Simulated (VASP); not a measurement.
**Rh: relaxation of cell and atoms with PBEsol**

Crystal: Rh.

```xyz
3
Lattice="4.2762 0.0000 0.0000 -2.1381 3.7033 0.0000 0.0000 0.0000 2.6220" Properties=species:S:1:pos:R:3 pbc="T T T"
Rh    0.0000    0.0000    0.0000
Rh    0.0000    2.4688    1.3110
Rh    2.1381    1.2344    1.3110
```

This isn't the form of Rh at room conditions, which is fcc.

| Property | Result |
| --- | --- |
| Program | VASP 6.6.1 |
| Task | relaxation of cell and atoms |
| Functional | PBEsol |
| Potentials or basis | VASP PAW PBE potentials, release 64 (Rh_pv) |
| Cutoff | 600 eV |
| k mesh | 9 × 9 × 12 |
| Occupations | fermi-dirac, width 0.08 eV |
| Spin | no spin polarisation |
| Target pressure | 0.87 GPa |
| Dipole correction | no |
| Further INCAR settings | ALGO = Normal; EDIFF = 1e-06; IBRION = 2; EDIFFG = -0.005; NSW = 32; ISIF = 3 |

```json
{"Relaxed volume": "13.83 Å³/atom", "Relaxed cell": "a = 4.276 Å, b = 4.276 Å, c = 2.621 Å, α = 90.00°, β = 90.00°, γ = 120.00°", "Space group after relaxing (to 0.1 Å)": "P6/mmm (No. 191)", "Energy change on relaxing (the run minimises the enthalpy)": "+0.0 meV/atom", "Ionic steps": "4", "Pressure after relaxing": "0.9 GPa", "Band gap on the k mesh": "zero (an odd number of electrons rules out a gap without spin polarisation)"}
```

The path:
```csv
step,energy change (eV),largest force (eV/Å),pressure (GPa),volume (Å³)
1,0.0000,0.0000,0.68,41.52
2,0.0007,0.0000,1.38,41.42
3,0.0001,0.0000,0.90,41.50
4,0.0001,0.0000,0.87,41.50
```

Final structure:
```yaml
crystal:
  lattice:
    - [4.27557, 0.00000, 0.00000]
    - [-2.13778, 3.70275, 0.00000]
    - [0.00000, 0.00000, 2.62136]
  atoms:
    - { symbol: Rh, position: [0.00000, 0.00000, 0.00000] }
    - { symbol: Rh, position: [0.33333, 0.66667, 0.50000] }
    - { symbol: Rh, position: [0.66667, 0.33333, 0.50000] }
```

Levels at points of the mesh, in eV from the Fermi level:
| k point | band 19 | band 20 | band 21 | band 22 | band 23 | band 24 | band 25 | band 26 | band 27 |
| --- | --- | --- | --- | --- | --- | --- | --- | --- | --- |
| (0.00, 0.00, 0.00) | -2.55 | -1.68 | -1.68 | -1.62 | -1.62 | 0.80 | 0.80 | 8.51 | 8.52 |
| (0.00, 0.00, 0.50) | -2.38 | -0.05 | -0.05 | 0.37 | 0.37 | 1.59 | 2.84 | 3.68 | 9.70 |

Run time: 69 s on 1 thread of Intel(R) Xeon(R) 6975P-C (Granite Rapids), on a shared host, peak memory 0.24 GiB.

Caveat: the cell is relaxed towards a set pressure, so the run minimises the enthalpy, not the energy; the PAW data sets were made with another functional, which shifts forces and pressure a little.
